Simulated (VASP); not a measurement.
The system is BaS.

```
CELL_PARAMETERS angstrom
5.38186 0.00000 0.00000
-2.69093 4.66082 0.00000
0.00000 0.00000 6.38333
ATOMIC_POSITIONS crystal
Ba 0.33333 0.66667 0.93750
Ba 0.66667 0.33333 0.43750
S 0.33333 0.66667 0.43750
S 0.66667 0.33333 0.93750
```

Base run:

| Quantity | Value |
| --- | --- |
| Program | VASP 6.6.1 |
| Functional | r2SCAN |
| Potentials or basis | VASP PAW PBE potentials, release 64 (Ba_sv, S) |
| Cutoff | 520 eV |
| k mesh | 6 × 6 × 4 |
| Occupations | gaussian, width 0.01 eV |
| Spin | no spin polarisation |

Its results: band gap on the k mesh 2.82 eV, indirect (least direct gap 2.97 eV); pressure 0.4 GPa.

The run is repeated on the same cell with these changes: functional from r2SCAN to PBE. What comes out?

Band gap on the k mesh 2.47 eV, indirect (least direct gap 2.61 eV); pressure 0.5 GPa.

r2SCAN gives the wider gap, since meta-GGAs in the generalised Kohn-Sham scheme recover part of the derivative discontinuity.

Caveats: spin-orbit coupling is left out, which moves the levels of the heavy elements; the PAW data sets were made with another functional, which shifts forces and pressure a little (some runs).

A k mesh can miss the band edges.
